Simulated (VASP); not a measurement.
Here is a VASP 6.6.1 calculation.

File INCAR:

```
ALGO = Fast ; EDIFF = 1E-6
ENCUT = 520 ; GGA = CA
ISIF = 2 ; ISMEAR = 0
LASPH = T ; LCHARG = F
LREAL = F ; LWAVE = F
NBANDS = 18 ; NELM = 60
PREC = Accurate ; SIGMA = 0.15
```

File KPOINTS:

```
k-points
0
Gamma
  18 18 10
```

POSCAR

```
Sc
1.0
    3.2095339604      0.0000000000      0.0000000000
   -1.6047669802      2.7795379440      0.0000000000
    0.0000000000      0.0000000000      5.4260400000
Sc
2
Direct
    0.3333333333      0.6666666667      0.2500000000
    0.6666666667      0.3333333333      0.7500000000
```

Potentials or basis: VASP PAW LDA potentials, release 64 (Sc_sv).

Command:

```sh
$ cat potpaw_LDA.64/Sc_sv/POTCAR > POTCAR
$ mpirun -np 1 vasp_std > vasp.out
```

(1) Predict the band gap on the k mesh.

(2) Predict the pressure.

## Answers

(1) zero (band 11 reaches 4.22 eV, above the bottom of band 12 at 3.13 eV).

(2) -3.6 GPa.

Caveat: the cell differs from its parent crystal (strain -0.030 along x and y, +0.030 along z).
